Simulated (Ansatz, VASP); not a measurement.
# Two plane-wave programs on SnO

File INCAR:

```
SYSTEM = SnO
PREC = Accurate
ENCUT = 520
EDIFF = 1E-8
ISMEAR = -1
SIGMA = 0.03
LREAL = .False.
LASPH = .True.
NELM = 80
ALGO = Normal
ISIF = 2
LWAVE = .False.
LCHARG = .False.
GGA = PE
LEFG = .True.
NBANDS = 17
```

KPOINTS

```
regular mesh
0
Gamma
  14 14 14
  0 0 0
```

POSCAR

```
SnO
1.0
    0.0000000000      2.5801318444      2.5801318444
    2.5801318444      0.0000000000      2.5801318444
    2.5801318444      2.5801318444      0.0000000000
Sn O
1 1
Direct
    0.0000000000      0.0000000000      0.0000000000
    0.5000000000      0.5000000000      0.5000000000
```

Input for Ansatz:

```yaml
crystal:
  lattice:
    - [0.0, 2.5801318444, 2.5801318444]
    - [2.5801318444, 0.0, 2.5801318444]
    - [2.5801318444, 2.5801318444, 0.0]
  atoms:
    - { symbol: Sn, position: [0.0, 0.0, 0.0] }
    - { symbol: O, position: [0.5, 0.5, 0.5] }
kpoints:
  mp_grid: { grid: [14, 14, 14] }
scf:
  occupations: { method: fermi_dirac, width: 0.03 }
hamiltonian:
  xc: pbe
  pseudopotentials: { kind: paw }
output:
  forces: true
  stress: true
  eigenvalues: true
  efg: { contact_densities: true }
```

Change from the starting cell: volume scaled by 1.025, PAW files.

Alike in both runs: task electric field gradients; functional PBE; k mesh 14 × 14 × 14; occupations fermi-dirac, width 0.03 eV; no spin polarisation.

|  | VASP | Ansatz |
| --- | --- | --- |
| version | VASP 6.6.1 | Ansatz 0.2.0 |
| potentials or method | VASP PAW PBE potentials, release 64 (Sn_d, O) | PAW with Ansatz's default frozen-core files, scalar-relativistic |
| plane-wave cutoff (eV) | 520 | 420 |
| valence electrons in the cell | 20 | 20 |

|  | VASP | Ansatz | Ansatz less VASP |
| --- | --- | --- | --- |
| pressure (GPa) | -2.1 | -2.1 | +0.01 |

With one functional, cell and mesh, what is left measures potentials, basis and numerics.
